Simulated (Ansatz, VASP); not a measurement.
# BN: VASP beside Ansatz

```
B N
1.0
     2.51218    0.00000    0.00000
    -1.25609    2.17561    0.00000
     0.00000    0.00000    8.34369
B N
2 2
Cartesian
  0.0000 1.4504 2.0859
  1.2561 0.7252 6.2578
  0.2386 1.2118 6.2578
  1.2561 0.7252 2.0859
```

Alike in both runs: task single point; functional PBE; k mesh 12 × 12 × 4; occupations gaussian, width 0.05 eV; no spin polarisation.

```csv
,VASP,Ansatz
version,VASP 6.6.1,Ansatz 0.2.0
potentials or method,"VASP PAW PBE potentials, release 64 (B, N), cutoff 520 eV","scalar-relativistic, plane waves, PAW"
valence electrons in the cell,16,16
```

Ansatz gave:

```
gap on the k mesh at the Fermi level (eV)                     : 2.41
least direct gap on the mesh (eV)                             : 2.88
pressure (GPa)                                                : 22.6
traceless stress, the component that is largest in VASP (GPa) : 31.74
rms of the force components (eV/Å)                            : 9.749
```

Which values does VASP return?

gap on the k mesh at the Fermi level (eV): 2.39; least direct gap on the mesh (eV): 2.87; pressure (GPa): 22.9; traceless stress, the component that is largest in VASP (GPa): 32.29; rms of the force components (eV/Å): 9.868.

Atom by atom the forces differ by 0.120 eV/Å (rms over components).
